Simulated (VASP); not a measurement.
SnSe, 4 atoms in the cell. It takes space group Cmcm (No. 63, orthorhombic). The conventional cell has a = 5.978 Å, b = 5.978 Å, c = 5.978 Å, α = 90.00°, β = 90.00°, γ = 90.00°. Sn (site symmetry m2m) has 6 Se at 2.85 to 3.13 Å and 2 Sn at 3.92 Å within 4.0 Å. Se (site symmetry m2m) has 6 Sn at 2.85 to 3.13 Å within 3.8 Å.  This cell differs from its parent crystal: atoms displaced along a vibrational mode.

- Program: VASP 6.6.1
- Task: single point
- Functional: PBE
- Dispersion: D3(BJ)
- Potentials or basis: VASP PAW PBE potentials, release 64 (Sn_d, Se)
- Cutoff: 520 eV
- k mesh: 8 × 8 × 6
- Occupations: gaussian, width 0.05 eV
- Spin: no spin polarisation
- Dipole correction: no
- Further INCAR settings: ALGO = Normal; EDIFF = 1e-06; NBANDS = 28

Potentials or basis: VASP PAW PBE potentials, release 64 (Sn_d, Se).

The run is started by

```sh
$ cat potpaw_PBE.64/Sn_d/POTCAR potpaw_PBE.64/Se/POTCAR > POTCAR
$ mpirun -np 1 vasp_std > vasp.out
```

Hardware: 1 thread of Intel(R) Xeon(R) 6975P-C (Granite Rapids), on a shared host.

**Question.** Estimate the wall time of this run.

**Answer.** Run time: 68 s on 1 thread of Intel(R) Xeon(R) 6975P-C (Granite Rapids), with other jobs on the host, peak memory 0.36 GiB. Counts: scf iterations 13, k points 84.
